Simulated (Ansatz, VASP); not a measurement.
Two plane-wave programs on InSb

Contents of POSCAR:

```
InSb
1.0
    5.9492667680      0.0000000000      0.0000000000
    0.0000000000      5.9620335759      0.0000000000
    0.0000000000      0.0000000000      3.1527280272
In Sb
2 2
Direct
    0.0000000000      0.0000000000      0.0076115234
    0.5000000000      0.5000000000      0.9923884766
    0.0000000000      0.5000000000      0.2170398262
    0.5000000000      0.0000000000      0.7829601738
```

Contents of INCAR.step1:

```
  PREC = Accurate
  ENCUT = 520
  ISMEAR = 0
  SIGMA = 0.1
  LREAL = False
  LASPH = True
  NELM = 80
  NBANDS = 26
  GGA = PE
  ALGO = Normal
  EDIFF = 1E-4
  LWAVE = True
  LCHARG = False
```

The input INCAR.step2:

```
  PREC = Accurate
  ENCUT = 520
  EDIFF = 1E-7
  ISMEAR = 0
  SIGMA = 0.1
  LREAL = False
  LASPH = True
  NELM = 80
  ALGO = Normal
  ISIF = 2
  LWAVE = False
  LCHARG = False
  METAGGA = R2SCAN
  LMIXTAU = True
  NBANDS = 26
  ISTART = 1
```

Contents of KPOINTS:

```
Automatic mesh
0
Gamma
  8 8 14
```

Input for Ansatz:

```yaml
crystal:
  lattice:
    - [5.949266768, 0.0, 0.0]
    - [0.0, 5.9620335759, 0.0]
    - [0.0, 0.0, 3.1527280272]
  atoms:
    - { symbol: In, position: [0.0, 0.0, 0.0076115234] }
    - { symbol: In, position: [0.5, 0.5, 0.9923884766] }
    - { symbol: Sb, position: [0.0, 0.5, 0.2170398262] }
    - { symbol: Sb, position: [0.5, 0.0, 0.7829601738] }
basis:
  ecutwfc: 500
kpoints:
  mp_grid: { grid: [8, 8, 14] }
  band_path:
    path:
      - [[0.0, 0.0, 0.0], [0.5, 0.0, 0.0], [0.5, 0.5, 0.0], [0.0, 0.5, 0.0], [0.0, 0.0, 0.0], [0.0, 0.0, 0.5], [0.5, 0.0, 0.5], [0.5, 0.5, 0.5], [0.0, 0.5, 0.5], [0.0, 0.0, 0.5]]
      - [[0.5, 0.0, 0.0], [0.5, 0.0, 0.5]]
      - [[0.0, 0.5, 0.0], [0.0, 0.5, 0.5]]
      - [[0.5, 0.5, 0.0], [0.5, 0.5, 0.5]]
    npoints: 14
hamiltonian:
  xc: r2scan
scf:
  occupations: { method: gaussian, width: 0.1 }
  n_extra_bands: 10
output:
  forces: true
  stress: true
  eigenvalues: true
  populations: true
  dos: { projected: true, de: 0.02, nscf_kmesh: { grid: [12, 12, 21] } }
  bader: true
  write_density: true
  write_potential: true
  elf: true
  volumetric_format: npy
```

Alike in both runs: task single point; functional r2SCAN; k mesh 8 × 8 × 14; occupations gaussian, width 0.1 eV; no spin polarisation.

```csv
,VASP,Ansatz
version,VASP 6.6.1,Ansatz 0.2.0
potentials or method,"VASP PAW PBE potentials, release 64 (In_d, Sb), cutoff 520 eV","scalar-relativistic, plane waves, PAW"
valence electrons in the cell,36,56
```

VASP gave:

- gap on the k mesh at the Fermi level (eV): none
- pressure (GPa): -0.1

Which values does Ansatz return?

gap on the k mesh at the Fermi level (eV): none; pressure (GPa): 0.0.

VASP's potentials were made for PBE, not for r2SCAN. A gap of «none» marks a metal or a gap that the smearing closes. The functional is the same, so the differences come from potentials, cutoffs and numerics. VASP's potentials hold 36 valence electrons a cell and Ansatz's 56, so a difference there can come from the potentials and not from the codes.

Spin-orbit coupling is off throughout.
